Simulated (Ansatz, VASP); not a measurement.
**Two plane-wave programs on S**

```
S
1.0
     0.00000    1.94573    1.94573
     1.94573    0.00000    1.94573
     1.94573    1.94573    0.00000
S
1
Cartesian
  0.0000 0.0000 0.0000
```

Change from the starting cell: volume scaled by 1, PAW files.

Alike in both runs: task single point; functional LDA; k mesh 16 × 16 × 16; occupations fermi-dirac, width 0.08 eV; no spin polarisation.

```csv
,VASP,Ansatz
version,VASP 6.6.1,Ansatz 0.2.0
potentials or method,"VASP PAW LDA potentials, release 64 (S)","PAW with Ansatz's default frozen-core files, scalar-relativistic"
plane-wave cutoff (eV),520,420
valence electrons in the cell,6,6
```

|  | VASP | Ansatz | Ansatz less VASP |
| --- | --- | --- | --- |
| pressure (GPa) | 0.0 | 0.0 | +0.06 |

LDA's correlation is that of Perdew and Zunger in VASP and of Perdew and Wang (1992) in Ansatz.
